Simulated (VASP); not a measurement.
A run of VASP 6.6.1 is set up as follows.

Contents of POSCAR:

```
PbS
1.0
    0.0000000000      2.9650000000      2.9650000000
    2.9650000000      0.0000000000      2.9650000000
    2.9650000000      2.9650000000      0.0000000000
Pb S
1 1
Direct
    0.0000000000      0.0000000000      0.0000000000
    0.4902639078      0.4902639078      0.4902639078
```

Contents of INCAR.step1:

```
PREC = Accurate
ENCUT = 550
ISMEAR = 0
SIGMA = 0.05
LREAL = False
LASPH = True
NELM = 120
NBANDS = 17
GGA = PE
ALGO = Normal
EDIFF = 1E-5
LWAVE = True
LCHARG = False
GGA_COMPAT = False
```

The input INCAR.step2:

```
PREC = Accurate
ENCUT = 550
EDIFF = 1E-6
ISMEAR = 0
SIGMA = 0.05
LREAL = False
LASPH = True
NELM = 120
ALGO = Normal
ISIF = 2
LWAVE = False
LCHARG = True
METAGGA = R2SCAN
LMIXTAU = True
LELF = True
LVHAR = True
NBANDS = 17
ISTART = 1
GGA_COMPAT = False
```

File KPOINTS:

```
regular mesh
0
Gamma
  8 8 8
```

Potentials or basis: VASP PAW PBE potentials, release 64 (Pb_d, S).

Run with:

```bash
$ cat potpaw_PBE.64/Pb_d/POTCAR potpaw_PBE.64/S/POTCAR > POTCAR
$ cp INCAR.step1 INCAR
$ mpirun -np 1 vasp_std > vasp.out
$ cp INCAR.step2 INCAR
$ mpirun -np 1 vasp_std > vasp.out
```

Problem. Estimate the pressure.

Solution. 1.5 GPa.

Problem. Estimate the band gap on the k mesh.

Solution. 0.66 eV, direct.

Problem. Predict the largest force.

Solution. 0.053 eV/Å.

Forces in eV/Å, atoms in the order of the input:
```
Pb  -0.030 -0.030 -0.030
S    0.030  0.030  0.030
```

Caveat: the cell differs from its parent crystal (all S atoms moved -0.100 Å, as atom 2 along Cartesian [1 1 1]); the PAW data sets were made with another functional, which shifts forces and pressure a little; spin-orbit coupling is left out, which moves the levels of the heavy elements. A k mesh can miss the band edges.
